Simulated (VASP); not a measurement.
Here is a VASP 6.6.1 calculation.

Contents of INCAR:

```
SYSTEM = SnTe
PREC = Accurate
ENCUT = 600
EDIFF = 1E-6
ISMEAR = 0
SIGMA = 0.02
LREAL = .False.
LASPH = .True.
NELM = 100
ALGO = Normal
ISIF = 3
LWAVE = .False.
LCHARG = .False.
GGA = PE
IBRION = 2
NSW = 80
EDIFFG = -0.02
```

The input KPOINTS:

```
regular mesh
0
Gamma
  5 5 4
  0 0 0
```

Contents of POSCAR:

```
SnTe
1.0
    5.4663213124      0.0000000000      0.0000000000
   -2.7331606562      4.7339731218      0.0000000000
    0.0000000000      0.0000000000      6.3863629510
Sn Te
2 2
Direct
    0.3333333333      0.6666666667     -0.0576758086
    0.6666666667      0.3333333333      0.4423241914
    0.3333333333      0.6666666667      0.4326758086
    0.6666666667      0.3333333333      0.9326758086
```

Potentials or basis: VASP PAW PBE potentials, release 64 (Sn_d, Te).

The run is started by

```sh
$ cat potpaw_PBE.64/Sn_d/POTCAR potpaw_PBE.64/Te/POTCAR > POTCAR
$ mpirun -np 1 vasp_std > vasp.out
```

Problem. Predict the relaxed volume.

Solution. 41.34 Å³/atom.

Problem. What does it give for the space group after relaxing (to 0.05 Å)?

Solution. P6_3mc (No. 186).

Problem. Predict the band gap on the k mesh.

Solution. 0.84 eV, indirect (least direct gap 0.96 eV).

Problem. Estimate the relaxed cell.

Solution. a = 5.427 Å, b = 5.427 Å, c = 6.483 Å, α = 90.00°, β = 90.00°, γ = 120.00°.

Forces on the atoms (eV/Å):
```
Sn   0.000  0.000  0.007
Sn   0.000  0.000  0.007
Te   0.000  0.000 -0.007
Te   0.000  0.000 -0.007
```

Caveat: spin-orbit coupling is left out, which moves the levels of the heavy elements. A k mesh can miss the band edges.
